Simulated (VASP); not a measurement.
# W (Im-3m) in VASP: a series of runs

W is run at these levels: LDA; tasks: relaxation of cell and atoms, single point.

Program: VASP 6.6.1. These are calculated values, not measurements. Logs are shortened: lines on timing, memory, paths and dates and some standing lists are left out, and cuts for length are marked.

## (1) The cell of the first run

Symmetry: Im-3m, No. 229, cubic system. Conventional cell: a = 3.165 Å, b = 3.165 Å, c = 3.165 Å, α = 90.00°, β = 90.00°, γ = 90.00°. Within 3.6 Å of W (site symmetry m-3m) lie 14 W at 2.74 to 3.16 Å.

## (2) Relaxation of cell and atoms, LDA

INCAR

```
SYSTEM = W
PREC     = Accurate       ! precision mode
ENCUT    = 600            ! plane-wave cutoff, eV
EDIFF    = 1E-6           ! SCF threshold, eV
ISMEAR   = 0              ! smearing method
SIGMA    = 0.1            ! smearing width, eV
LREAL    = .False.        ! projectors in reciprocal space
LASPH    = .True.         ! aspherical terms in the spheres
NELM     = 60             ! most SCF steps
ALGO     = Normal         ! electronic algorithm
ISIF     = 3              ! what is computed and relaxed
LWAVE    = .False.        ! write WAVECAR
LCHARG   = .False.        ! write CHGCAR
IBRION   = 2              ! ionic algorithm
NSW      = 100            ! ionic steps
EDIFFG   = -0.05          ! ionic threshold
```

KPOINTS

```
Automatic mesh
0
Gamma
  8 8 8
  0 0 0
```

POSCAR

```
W
1.0
   -1.5823450000      1.5823450000      1.5823450000
    1.5823450000     -1.5823450000      1.5823450000
    1.5823450000      1.5823450000     -1.5823450000
W
1
Direct
    0.0000000000      0.0000000000      0.0000000000
```

Potentials or basis: VASP PAW LDA potentials, release 64 (W_sv).

Launch:

```bash
$ cat potpaw_LDA.64/W_sv/POTCAR > POTCAR
$ mpirun -np 1 vasp_std > vasp.out
```

OUTCAR:

```text
SYSTEM = W
   PREC = Accurate
   ENCUT = 600
   EDIFF = 1E-6
   ISMEAR = 0
   LREAL = .False.
   LASPH = .True.
   NELM = 60
   ISIF = 3
   IBRION = 2
   NSW = 100
   EDIFFG = -0.05

 ion  position               nearest neighbor table
   1  0.000  0.000  0.000-

  LATTYP: Found a body centered cubic cell.
 ALAT       =     3.1646900000

  Lattice vectors:

 A1 = (  -1.5823450000,   1.5823450000,   1.5823450000)
 A2 = (   1.5823450000,  -1.5823450000,   1.5823450000)
 A3 = (   1.5823450000,   1.5823450000,  -1.5823450000)

Analysis of symmetry for initial positions (statically):
=====================================================================
 Subroutine PRICEL returns:
 Original cell was already a primitive cell.

 Routine SETGRP: Setting up the symmetry group for a
 body centered cubic supercell.

 Subroutine GETGRP returns: Found 48 space group operations
 (whereof 48 operations were pure point group operations)
 out of a pool of 48 trial point group operations.

The static configuration has the point symmetry O_h .

Analysis of symmetry for dynamics (positions and initial velocities):
=====================================================================
 Subroutine PRICEL returns:
 Original cell was already a primitive cell.

 Routine SETGRP: Setting up the symmetry group for a
 body centered cubic supercell.

 Subroutine GETGRP returns: Found 48 space group operations
 (whereof 48 operations were pure point group operations)
 out of a pool of 48 trial point group operations.

The dynamic configuration has the point symmetry O_h .

 Subroutine INISYM returns: Found 48 space group operations
 (whereof 48 operations are pure point group operations),
 and found     1 'primitive' translations

----------------------------------------------------------------------------------------

                                     Primitive cell

  volume of cell :      15.8476

  direct lattice vectors                    reciprocal lattice vectors
    -1.582345000  1.582345000  1.582345000     0.000000000  0.315986716  0.315986716
     1.582345000 -1.582345000  1.582345000     0.315986716  0.000000000  0.315986716
     1.582345000  1.582345000 -1.582345000     0.315986716  0.315986716  0.000000000

  length of vectors
[... 91 lines left out ...]
   NELECT =      14.0000    total number of electrons
   NUPDOWN=      -1.0000    fix difference up-down
   EMIN   =  10.00;   EMAX   =-10.00  energy-range for DOS
   EFERMI =   0.00;   METHOD = LEGACY
   ISMEAR =     0;   SIGMA  =   0.10  broadening in eV -4-tet -1-fermi 0-gaus
   EFERMI_NEDOS =   21; number of points for ismear=-14 and -15
   IALGO  =     38    algorithm
   IMIX   =      4    mixing-type and parameters
     AMIX     =   0.40;   BMIX     =  1.00
     AMIX_MAG =   1.60;   BMIX_MAG =  1.00
  volume/ion in A,a.u.               =      15.85       106.94
  Fermi-wavevector in a.u.,A,eV,Ry     =   1.570832  2.968442 33.572544  2.467512
  Thomas-Fermi vector in A             =   2.672506
   LORBIT       =      0    0 simple, 1 ext, 2 COOP (PROOUT), +10 PAW based schemes
   GGA     = CA    functional components
   LHFCALC =     F    Hartree Fock is set to
   AEXX    =    0.0000 exact exchange contribution
   IVDW    =     0    specifies the selected vdW correction
   LEPSILON=     F    determine dielectric tensor
   LRPA    =     F    only Hartree local field effects (RPA)
 conjugate gradient relaxation of ions
 non-spin polarized calculation
 Gauss-broadening in eV      SIGMA  =   0.10
  energy-cutoff  :      600.00
  volume of cell :       15.85
 maximum number of plane-waves:       543
 NGX is ok and might be reduce to    24
   NGX = 11   NGY = 11   NGZ = 11

--------------------------------------- Ionic step        1  -------------------------------------------

 number of electron      14.0000001 magnetization

 Free energy of the ion-electron system (eV)
  ---------------------------------------------------
  ext. energy  EPLUGINS =         0.00000000
  ---------------------------------------------------
  free energy    TOTEN  =       -14.09606573 eV

  energy without entropy =      -14.09606331  energy(sigma->0) =      -14.09606452

------------------------ aborting loop because EDIFF is reached ----------------------------------------

  FORCE on cell =-STRESS in cart. coord.  units (eV):
  Direction    XX          YY          ZZ          XY          YZ          ZX
  --------------------------------------------------------------------------------------
  -------------------------------------------------------------------------------------
  Total       -0.6397832     -0.6397832     -0.6397832      0.0000000      0.0000000     -0.0000000
  in kB      -64.6814714    -64.6814714    -64.6814714      0.0000000      0.0000000     -0.0000000
  external PRESSURE =     -64.6814714 kB  Pullay stress =       0.0000000 kB
[... 57 lines left out ...]
--------------------------------------- Ionic step        3  -------------------------------------------

 number of electron      14.0000000 magnetization

 Free energy of the ion-electron system (eV)
  ---------------------------------------------------
  ext. energy  EPLUGINS =         0.00000000
  ---------------------------------------------------
  free energy    TOTEN  =       -14.10243227 eV

  energy without entropy =      -14.10243013  energy(sigma->0) =      -14.10243120

 E-fermi :  11.3445     XC(G=0): -13.9396

 val. band max:       11.0541004165   @ k =  -0.3750   0.3750   0.2500
 cond. band min:      11.6243104119   @ k =  -0.2500   0.2500   0.1250
 fundamental gap:      0.5702099955
 Fermi energy:        11.3444993969

 k-point     1 :       0.0000    0.0000    0.0000
  band No.  band energies     occupation
      1     -62.1275      2.00000
      2     -25.9044      2.00000
      3     -25.9044      2.00000
      4     -25.9044      2.00000
      5       1.9535      2.00000
      6      10.3078      2.00000
      7      10.3078      2.00000
      8      10.3079      2.00000
      9      13.8303      0.00000
     10      13.8303      0.00000
     11      26.2224      0.00000
[... 309 lines left out ...]
 k-point    24 :      -0.3750    0.3750    0.2500
  band No.  band energies     occupation
      1     -61.9405      2.00000
      2     -26.9473      2.00000
      3     -26.5549      2.00000
      4     -26.4262      2.00000
      5       6.9966      2.00000
      6       7.6844      2.00000
      7      11.0541      1.99996
      8      11.8703      0.00000
      9      15.4052      0.00000
     10      16.1355      0.00000
     11      25.6333      0.00000

 [... further k-points ...]
[... 5 lines left out ...]
  --------------------------------------------------------------------------------------
  -------------------------------------------------------------------------------------
  Total       -0.0222961     -0.0222961     -0.0222961     -0.0000000     -0.0000000      0.0000000
  in kB       -2.2976260     -2.2976260     -2.2976260     -0.0000000     -0.0000000      0.0000000
  external PRESSURE =      -2.2976260 kB  Pullay stress =       0.0000000 kB
[... 16 lines left out ...]
  FREE ENERGIE OF THE ION-ELECTRON SYSTEM (eV)
  ---------------------------------------------------
  free  energy   TOTEN  =       -14.1024322717 eV

  energy  without entropy=      -14.1024301251  energy(sigma->0) =      -14.10243120

 reached required accuracy - stopping structural energy minimisation
```

OSZICAR:

```text
N       E                     dE             d eps       ncg     rms          rms(c)
DAV:   1     0.847266056574E+02    0.84727E+02   -0.85155E+03   638   0.159E+03
DAV:   2    -0.129464381405E+02   -0.97673E+02   -0.94594E+02   683   0.358E+02
DAV:   3    -0.147664498644E+02   -0.18200E+01   -0.18015E+01   736   0.472E+01
[... 21 lines left out ...]
DAV:   3    -0.141014764708E+02    0.10656E+00   -0.30405E-01   659   0.737E+00    0.179E+00
DAV:   4    -0.141025783903E+02   -0.11019E-02   -0.72151E-03   644   0.114E+00    0.353E-01
DAV:   5    -0.141024347165E+02    0.14367E-03   -0.52900E-04   671   0.299E-01    0.101E-02
DAV:   6    -0.141024323381E+02    0.23784E-05   -0.44206E-06   652   0.299E-02    0.206E-03
DAV:   7    -0.141024322717E+02    0.66429E-07   -0.13697E-07   331   0.566E-03
   3 F= -.14102432E+02 E0= -.14102431E+02  d E =-.636654E-02
```

Run time: 5.6 s. Hardware: 1 thread of Intel Xeon Platinum 8559C (Emerald Rapids), shared host; peak memory 0.14 GiB.

Results:

- Free energy: -14.1024 eV
- Relaxed volume: 15.55 Å³/atom
- Relaxed cell: a = 2.723 Å, b = 2.723 Å, c = 2.723 Å, α = 109.47°, β = 109.47°, γ = 109.47°
- Space group after relaxing (to 0.05 Å): Im-3m (No. 229)
- Energy gained by relaxing: 6.4 meV/atom
- Ionic steps: 3
- Pressure after relaxing: -0.2 GPa
- Band gap on the k mesh: zero (band 7 reaches 16.89 eV, above the bottom of band 8 at 10.31 eV)

The path:
| step | energy change (eV) | largest force (eV/Å) | pressure (GPa) | volume (Å³) |
| --- | --- | --- | --- | --- |
| 1 | 0.0000 | 0.0000 | -6.47 | 15.85 |
| 2 | 0.0903 | 0.0000 | 29.74 | 14.43 |
| 3 | -0.0064 | 0.0000 | -0.23 | 15.55 |

Final structure:
```cif
data_structure
_symmetry_space_group_name_H-M 'P 1'
_symmetry_Int_Tables_number 1
_cell_length_a 2.7233
_cell_length_b 2.7233
_cell_length_c 2.7233
_cell_angle_alpha 109.471
_cell_angle_beta 109.471
_cell_angle_gamma 109.471
_cell_volume 15.55
loop_
_atom_site_label
_atom_site_type_symbol
_atom_site_fract_x
_atom_site_fract_y
_atom_site_fract_z
_atom_site_occupancy
W1 W 0.00000 0.00000 0.00000 1
```

Caveat: spin-orbit coupling is left out, which moves the levels of the heavy elements. LDA usually gives volumes a few per cent too small.

## (3) Single point, LDA

This run uses another cell than the first one, of 15.42 Å³/atom, 0.973 times its volume.

INCAR

```
PREC = Accurate
ENCUT = 520
EDIFF = 1E-7
ISMEAR = 0
SIGMA = 0.1
LREAL = F
LASPH = T
NELM = 100
ALGO = Normal
ISIF = 2
LWAVE = F
LCHARG = F
GGA = CA
NBANDS = 13
```

KPOINTS

```
regular mesh
0
Gamma
  18 18 18
```

POSCAR

```
W
1.0
   -1.5679410113      1.5679410113      1.5679410113
    1.5679410113     -1.5679410113      1.5679410113
    1.5679410113      1.5679410113     -1.5679410113
W
1
Direct
    0.0000000000      0.0000000000      0.0000000000
```

Potentials or basis: VASP PAW LDA potentials, release 64 (W_sv).

Launch:

```bash
$ cat potpaw_LDA.64/W_sv/POTCAR > POTCAR
$ mpirun -np 1 vasp_std > vasp.out
```

Run time: 12 s. Hardware: 1 thread of Intel Xeon Platinum 8559C (Emerald Rapids), shared host; peak memory 0.14 GiB.

Results (log left out):

- Free energy: -14.1007 eV
- Pressure: 2.0 GPa
- Band gap on the k mesh: zero (band 7 reaches 17.07 eV, above the bottom of band 8 at 10.42 eV)

Levels at points of the mesh, in eV from the Fermi level:
```tsv
k point	band 4	band 5	band 6	band 7	band 8	band 9	band 10	band 11
(0.00, 0.00, 0.00)	-37.47	-9.68	-1.30	-1.30	-1.30	2.27	2.27	14.65
(0.50, 0.00, 0.00)	-37.48	-6.43	-3.71	0.95	2.19	3.18	6.40	11.56
(0.50, 0.50, 0.50)	-38.47	-6.06	-6.06	5.36	5.36	5.36	8.59	8.59
```

Caveat: spin-orbit coupling is left out, which moves the levels of the heavy elements.
